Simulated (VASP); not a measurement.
A run of VASP 6.6.1 is set up as follows.

File POSCAR:

```
Ti3Si
1.0
    0.0000000000      3.1443560000      3.1443560000
    3.1443560000      0.0000000000      3.1443560000
    3.1443560000      3.1443560000      0.0000000000
Ti Si
3 1
Direct
    0.7500000000      0.7500000000      0.7500000000
    0.2500000000      0.2500000000      0.2500000000
    0.0000000000      0.0000000000      0.0000000000
    0.5000000000      0.5000000000      0.5000000000
```

The input INCAR.step1:

```
ALGO = Normal ; EDIFF = 1E-4
ENCUT = 520 ; GGA = PE
ISMEAR = 1 ; LASPH = T
LCHARG = F ; LREAL = F
LWAVE = T ; NBANDS = 28
NELM = 80 ; PREC = Accurate
SIGMA = 0.15
```

Contents of INCAR.step2:

```
ALGO = Normal ; EDIFF = 1E-6
ENCUT = 520 ; ISIF = 2
ISMEAR = 1 ; ISTART = 1
LASPH = T ; LCHARG = F
LMIXTAU = T ; LREAL = F
LWAVE = F ; METAGGA = R2SCAN
NBANDS = 28 ; NELM = 80
PREC = Accurate ; SIGMA = 0.15
```

File KPOINTS:

```
k-points
0
Gamma
  3 3 3
```

Potentials or basis: VASP PAW PBE potentials, release 64 (Ti_sv, Si).

Launch:

```console
$ cat potpaw_PBE.64/Ti_sv/POTCAR potpaw_PBE.64/Si/POTCAR > POTCAR
$ cp INCAR.step1 INCAR
$ mpirun -np 1 vasp_std > vasp.out
$ cp INCAR.step2 INCAR
$ mpirun -np 1 vasp_std > vasp.out
```

(1) Predict the band gap on the k mesh.

(2) Estimate the pressure.

## Answers

(1) zero (bands 20 and 21 overlap by 0.44 eV).

(2) -1.9 GPa.

Caveat: the k points lie up to 0.58 Å⁻¹ apart; the PAW data sets were made with another functional, which shifts forces and pressure a little.
